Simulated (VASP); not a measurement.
# Pt (P6_3/mmc) in VASP: notebook

The runs below take Pt through relaxation of cell and atoms, single point, with LDA.

Program: VASP 6.6.1. These are calculated values, not measurements. Logs are shortened: lines on timing, memory, paths and dates and some standing lists are left out, and cuts for length are marked.

### Step 1. The cell of the first run

It takes space group P6_3/mmc (No. 194, hexagonal). Conventional cell: a = 2.761 Å, b = 2.761 Å, c = 4.792 Å, α = 90.00°, β = 90.00°, γ = 120.00°. Pt (site symmetry -6m2) has 12 Pt at 2.76 to 2.88 Å within 3.6 Å.

This isn't the form of Pt at room conditions, which is fcc.

### Step 2. Relaxation of cell and atoms, LDA

File INCAR:

```
SYSTEM = Pt
PREC = Accurate
ENCUT = 570
EDIFF = 1E-7
ISMEAR = -1
SIGMA = 0.05
LREAL = .FALSE.
LASPH = .TRUE.
NELM = 120
ALGO = Normal
ISIF = 3
LWAVE = .FALSE.
LCHARG = .FALSE.
IBRION = 2
NSW = 80
EDIFFG = -0.03
GGA_COMPAT = .FALSE.
NELMIN = 4
```

File KPOINTS:

```
Automatic mesh
0
G
  10 10 5
  0 0 0
```

File POSCAR:

```
Pt
1.0
    2.7606656200      0.0000000000      0.0000000000
   -1.3803328100      2.3908065500      0.0000000000
    0.0000000000      0.0000000000      4.7921340000
Pt
2
Direct
    0.6666666689      0.3333333305      0.7500000000
    0.3333333311      0.6666666695      0.2500000000
```

Potentials or basis: VASP PAW LDA potentials, release 64 (Pt_sv_GW).

Launch:

```bash
$ cat potpaw_LDA.64/Pt_sv_GW/POTCAR > POTCAR
$ mpirun -np 1 vasp_std > vasp.out
```

OUTCAR:

```text
SYSTEM = Pt
   PREC = Accurate
   ENCUT = 570
   EDIFF = 1E-7
   ISMEAR = -1
   LREAL = .FALSE.
   LASPH = .TRUE.
   NELM = 120
   ISIF = 3
   IBRION = 2
   NSW = 80
   EDIFFG = -0.03
   NELMIN = 4

 ion  position               nearest neighbor table
   1  0.667  0.333  0.750-   2 2.88   2 2.88   2 2.88   2 2.88   2 2.88   2 2.88
   2  0.333  0.667  0.250-   1 2.88   1 2.88   1 2.88   1 2.88   1 2.88   1 2.88

  LATTYP: Found a hexagonal cell.
 ALAT       =     2.7606656200
 C/A-ratio  =     1.7358618028

  Lattice vectors:

 A1 = (   2.7606656200,   0.0000000000,   0.0000000000)
 A2 = (  -1.3803328100,   2.3908065500,   0.0000000000)
 A3 = (   0.0000000000,   0.0000000000,   4.7921340000)

Analysis of symmetry for initial positions (statically):
=====================================================================
 Subroutine PRICEL returns:
 Original cell was already a primitive cell.

 Routine SETGRP: Setting up the symmetry group for a
 hexagonal supercell.

 Subroutine GETGRP returns: Found 24 space group operations
 (whereof 12 operations were pure point group operations)
 out of a pool of 24 trial point group operations.

The static configuration has the point symmetry D_3d.
 The point group associated with its full space group is D_6h.

Analysis of symmetry for dynamics (positions and initial velocities):
=====================================================================
 Subroutine PRICEL returns:
 Original cell was already a primitive cell.

 Routine SETGRP: Setting up the symmetry group for a
 hexagonal supercell.

 Subroutine GETGRP returns: Found 24 space group operations
 (whereof 12 operations were pure point group operations)
 out of a pool of 24 trial point group operations.

The dynamic configuration has the point symmetry D_3d.
 The point group associated with its full space group is D_6h.

 Subroutine INISYM returns: Found 24 space group operations
 (whereof 12 operations are pure point group operations),
 and found     1 'primitive' translations

----------------------------------------------------------------------------------------

                                     Primitive cell

  volume of cell :      31.6291

  direct lattice vectors                    reciprocal lattice vectors
     2.760665620  0.000000000  0.000000000     0.362231482  0.209134445  0.000000000
    -1.380332810  2.390806550  0.000000000     0.000000000  0.418268889  0.000000000
     0.000000000  0.000000000  4.792134000     0.000000000  0.000000000  0.208675300

  length of vectors
     2.760665620  2.760665613  4.792134000     0.418268888  0.418268889  0.208675300

  position of ions in fractional coordinates (direct lattice)
     0.666666669  0.333333330  0.750000000
[... 65 lines left out ...]
   ions per type =               2
   NGX,Y,Z   is equivalent  to a cutoff of  14.45, 14.45, 13.88 a.u.
   NGXF,Y,Z  is equivalent  to a cutoff of  28.91, 28.91, 27.75 a.u.
 SYSTEM =  Pt
   PREC   = accura    normal or accurate (medium, high low for compatibility)
   ISTART =      0    job   : 0-new  1-cont  2-samecut
   ICHARG =      2    charge: 1-file 2-atom 10-const
   ISPIN  =      1    spin polarized calculation?
   LNONCOLLINEAR =      F non collinear calculations
   LSORBIT =      F    spin-orbit coupling
   LASPH  =      T    aspherical Exc in radial PAW
   ENCUT  =  570.0 eV  41.89 Ry    6.47 a.u.   5.37  5.37  9.33*2*pi/ulx,y,z
   NELM   =    120;   NELMIN=  4; NELMDL= -5     # of ELM steps
   EDIFF  = 0.1E-06   stopping-criterion for ELM
   LREAL  =      F    real-space projection
   EDIFFG = -.3E-01   stopping-criterion for IOM
   NSW    =     80    number of steps for IOM
   IBRION =      2    ionic relax: 0-MD 1-quasi-New 2-CG
   NFREE  =      1    steps in history (QN), initial steepest desc. (CG)
   ISIF   =      3    stress and relaxation
   ISYM   =      2    0-nonsym 1-usesym 2-fastsym
   POTIM  = 0.5000    time-step for ionic-motion
   TEBEG  =    0.0;   TEEND  =   0.0 temperature during run
   PSTRESS=    0.0 pullay stress
   NELECT =      36.0000    total number of electrons
   NUPDOWN=      -1.0000    fix difference up-down
   EMIN   =  10.00;   EMAX   =-10.00  energy-range for DOS
   EFERMI =   0.00;   METHOD = LEGACY
   ISMEAR =    -1;   SIGMA  =   0.05  broadening in eV -4-tet -1-fermi 0-gaus
   EFERMI_NEDOS =   21; number of points for ismear=-14 and -15
   IALGO  =     38    algorithm
   IMIX   =      4    mixing-type and parameters
     AMIX     =   0.40;   BMIX     =  1.00
     AMIX_MAG =   1.60;   BMIX_MAG =  1.00
  volume/ion in A,a.u.               =      15.81       106.72
  Fermi-wavevector in a.u.,A,eV,Ry     =   1.709280  3.230071 39.751310  2.921639
  Thomas-Fermi vector in A             =   2.787793
   LORBIT       =      0    0 simple, 1 ext, 2 COOP (PROOUT), +10 PAW based schemes
   GGA     = CA    functional components
   LHFCALC =     F    Hartree Fock is set to
   AEXX    =    0.0000 exact exchange contribution
   IVDW    =     0    specifies the selected vdW correction
   LEPSILON=     F    determine dielectric tensor
   LRPA    =     F    only Hartree local field effects (RPA)
 conjugate gradient relaxation of ions
 non-spin polarized calculation
  energy-cutoff  :      570.00
  volume of cell :       31.63
 maximum number of plane-waves:      1008
 NGX is ok and might be reduce to    24
   NGX = 11   NGY = 11   NGZ = 19

--------------------------------------- Ionic step        1  -------------------------------------------

 number of electron      35.9999999 magnetization

 Free energy of the ion-electron system (eV)
  ---------------------------------------------------
  ext. energy  EPLUGINS =         0.00000000
  ---------------------------------------------------
  free energy    TOTEN  =       -14.44640376 eV

  energy without entropy =      -14.41702091  energy(sigma->0) =      -14.43171233

 E-fermi :   9.5967     XC(G=0): -14.0635

 val. band max:        9.5919696618   @ k =   0.3000  -0.0000   0.0000
 cond. band min:       9.6008139116   @ k =   0.4000  -0.0000   0.0000
 fundamental gap:      0.0088442498
 Fermi energy:         9.5966804459

 k-point     1 :       0.0000    0.0000    0.0000
  band No.  band energies     occupation
      1     -88.4917      2.00000
      2     -88.4720      2.00000
      3     -42.9521      2.00000
      4     -42.7693      2.00000
      5     -42.7693      2.00000
      6     -42.7293      2.00000
[... 770 lines left out ...]
--------------------------------------- Ionic step        6  -------------------------------------------

 number of electron      36.0000001 magnetization

 Free energy of the ion-electron system (eV)
  ---------------------------------------------------
  ext. energy  EPLUGINS =         0.00000000
  ---------------------------------------------------
  free energy    TOTEN  =       -14.55069337 eV

  energy without entropy =      -14.52379753  energy(sigma->0) =      -14.53724545

 E-fermi :  10.7478     XC(G=0): -14.4698

 val. band max:       10.7362019849   @ k =   0.4000  -0.0000   0.0000
 cond. band min:      10.7654703902   @ k =   0.3000  -0.0000   0.0000
 fundamental gap:      0.0292684053
 Fermi energy:        10.7477737012

 k-point     1 :       0.0000    0.0000    0.0000
  band No.  band energies     occupation
      1     -87.5682      2.00000
      2     -87.5400      2.00000
      3     -42.0963      2.00000
      4     -41.8130      2.00000
      5     -41.8130      2.00000
      6     -41.7601      2.00000
[... 620 lines left out ...]
  FREE ENERGIE OF THE ION-ELECTRON SYSTEM (eV)
  ---------------------------------------------------
  free  energy   TOTEN  =       -14.5506933674 eV

  energy  without entropy=      -14.5237975340  energy(sigma->0) =      -14.53724545

 reached required accuracy - stopping structural energy minimisation
```

OSZICAR:

```text
N       E                     dE             d eps       ncg     rms          rms(c)
DAV:   1     0.451798003309E+03    0.45180E+03   -0.29166E+04  2080   0.194E+03
DAV:   2    -0.507525513733E+00   -0.45231E+03   -0.44404E+03  2160   0.668E+02
DAV:   3    -0.168320178622E+02   -0.16324E+02   -0.16085E+02  2178   0.126E+02
[... 61 lines left out ...]
DAV:   4    -0.145507035939E+02    0.16165E-03   -0.42989E-04  2064   0.205E-01    0.761E-02
DAV:   5    -0.145506946484E+02    0.89454E-05   -0.12419E-05  2208   0.331E-02    0.380E-02
DAV:   6    -0.145506936819E+02    0.96656E-06   -0.12617E-06  2086   0.107E-02    0.189E-02
DAV:   7    -0.145506933670E+02    0.31492E-06   -0.96264E-07  2136   0.874E-03    0.122E-03
DAV:   8    -0.145506933674E+02   -0.41018E-09   -0.34711E-08   978   0.190E-03
   6 F= -.14550693E+02 E0= -.14537245E+02  d E =-.120337E-02
```

Wall time 80 s (1 thread of AMD EPYC 9R45 (Zen 5), shared host); peak memory 0.14 GiB.

Results:

| Item | Value |
| --- | --- |
| Free energy | -14.5507 eV |
| Relaxed volume | 14.85 Å³/atom |
| Relaxed cell | a = 2.711 Å, b = 2.711 Å, c = 4.667 Å, α = 90.00°, β = 90.00°, γ = 120.00° |
| Space group after relaxing (to 0.1 Å) | P6_3/mmc (No. 194) |
| Pressure after relaxing | 0.1 GPa |
| Band gap on the k mesh | zero (bands 18 and 19 overlap by 1.25 eV) |

Final structure:
```xyz
2
Lattice="2.7105 0.0000 0.0000 -1.3553 2.3474 0.0000 0.0000 0.0000 4.6672" Properties=species:S:1:pos:R:3 pbc="T T T"
Pt    1.3553    0.7825    3.5004
Pt    0.0000    1.5649    1.1668
```

Levels at points of the mesh, in eV from the Fermi level:
```csv
k point,band 14,band 15,band 16,band 17,band 18,band 19,band 20,band 21,band 22
"(0.00, 0.00, 0.00)",-3.37,-3.37,-2.06,-2.06,-0.91,-0.25,-0.25,5.20,14.99
"(0.50, 0.00, 0.00)",-3.23,-2.92,0.04,0.29,0.52,2.38,3.94,7.61,9.20
```

Caveat: spin-orbit coupling is left out, which moves the levels of the heavy elements.

### Step 3. Single point, LDA

This run uses another cell than the first one, of 14.85 Å³/atom.

File INCAR:

```
SYSTEM = Pt
PREC = Accurate ; ENCUT = 570
EDIFF = 1E-6 ; ISMEAR = -1
SIGMA = 0.05 ; LREAL = .False.
LASPH = .True. ; NELM = 120
ALGO = Normal ; ISIF = 2
LWAVE = .False. ; LCHARG = .False.
NBANDS = 25 ; GGA_COMPAT = .False.
```

File KPOINTS:

```
regular mesh
0
Gamma
  10 10 5
  0 0 0
```

File POSCAR:

```
Pt
1.0
    2.7097414208      0.0000000000      0.0000000000
   -1.3548707104      2.3467049081      0.0000000000
    0.0000000000      0.0000000000      4.6721139491
Pt
2
Direct
    0.6666666667      0.3333333333      0.7500000000
    0.3333333333      0.6666666667      0.2500000000
```

Potentials or basis: VASP PAW LDA potentials, release 64 (Pt_sv_GW).

Launch:

```bash
$ cat potpaw_LDA.64/Pt_sv_GW/POTCAR > POTCAR
$ mpirun -np 1 vasp_std > vasp.out
```

OUTCAR:

```text
SYSTEM = Pt
   PREC = Accurate
   ENCUT = 570
   EDIFF = 1E-6
   ISMEAR = -1
   LREAL = .False.
   LASPH = .True.
   NELM = 120
   ISIF = 2

 ion  position               nearest neighbor table
   1  0.667  0.333  0.750-   2 2.81   2 2.81   2 2.81   2 2.81   2 2.81   2 2.81
   2  0.333  0.667  0.250-   1 2.81   1 2.81   1 2.81   1 2.81   1 2.81   1 2.81

  LATTYP: Found a hexagonal cell.
 ALAT       =     2.7097414208
 C/A-ratio  =     1.7241918041

  Lattice vectors:

[... 862 lines left out ...]

  FORCE on cell =-STRESS in cart. coord.  units (eV):
  Direction    XX          YY          ZZ          XY          YZ          ZX
  --------------------------------------------------------------------------------------
  -------------------------------------------------------------------------------------
  Total       -0.0395350     -0.0395350     -0.1333624      0.0000000     -0.0000000      0.0000000
  in kB       -2.1320250     -2.1320250     -7.1919087      0.0000000     -0.0000000      0.0000000
  external PRESSURE =      -3.8186529 kB  Pullay stress =       0.0000000 kB

 VOLUME and BASIS-vectors are now :
 -----------------------------------------------------------------------------
  energy-cutoff  :      570.00
  volume of cell :       29.71
      direct lattice vectors                 reciprocal lattice vectors
     2.709741421  0.000000000  0.000000000     0.369038903  0.213064710  0.000000000
    -1.354870710  2.346704908  0.000000000     0.000000000  0.426129419  0.000000000
     0.000000000  0.000000000  4.672113949     0.000000000  0.000000000  0.214035876

 POSITION                                       TOTAL-FORCE (eV/Angst)
 -----------------------------------------------------------------------------------
      1.35487      0.78223      3.50409        -0.000000      0.000000      0.000000
     -0.00000      1.56447      1.16803         0.000000      0.000000      0.000000
 -----------------------------------------------------------------------------------
    total drift:                               -0.000000      0.000000     -0.000000

  FREE ENERGIE OF THE ION-ELECTRON SYSTEM (eV)
  ---------------------------------------------------
  free  energy   TOTEN  =       -14.5349451329 eV

  energy  without entropy=      -14.5081701403  energy(sigma->0) =      -14.52155764
```

OSZICAR:

```text
N       E                     dE             d eps       ncg     rms          rms(c)
DAV:   1     0.443188960124E+03    0.44319E+03   -0.28334E+04  2292   0.172E+03
DAV:   2    -0.176158942894E+01   -0.44495E+03   -0.43505E+03  2484   0.611E+02
DAV:   3    -0.167934039610E+02   -0.15032E+02   -0.14887E+02  2490   0.109E+02
DAV:   4    -0.168932128107E+02   -0.99809E-01   -0.99733E-01  2486   0.927E+00
DAV:   5    -0.168937804303E+02   -0.56762E-03   -0.56748E-03  2559   0.652E-01    0.970E+01
DAV:   6    -0.146473705327E+02    0.22464E+01   -0.44332E+00  2275   0.172E+01    0.491E+01
DAV:   7    -0.145629384157E+02    0.84432E-01   -0.73603E-01  2536   0.613E+00    0.108E+01
DAV:   8    -0.145351076637E+02    0.27831E-01   -0.97016E-02  2315   0.301E+00    0.365E-01
DAV:   9    -0.145349957677E+02    0.11190E-03   -0.22352E-03  2352   0.371E-01    0.265E-01
DAV:  10    -0.145349457125E+02    0.50055E-04   -0.69348E-05  2461   0.101E-01    0.178E-01
DAV:  11    -0.145349451329E+02    0.57951E-06   -0.25397E-06  1905   0.152E-02
   1 F= -.14534945E+02 E0= -.14521558E+02  d E =-.267750E-01
```

It took 16 s on 1 thread of Intel Xeon Platinum 8488C (Sapphire Rapids), shared host; peak memory 0.16 GiB.

Results:

| Quantity | Value |
| --- | --- |
| Free energy | -14.5349 eV |
| Pressure | -0.4 GPa |
| Band gap on the k mesh | zero (bands 18 and 19 overlap by 1.26 eV) |

Caveat: spin-orbit coupling is left out, which moves the levels of the heavy elements.

The gap in the log of VASP goes by the Fermi energy; the results here count the filled bands.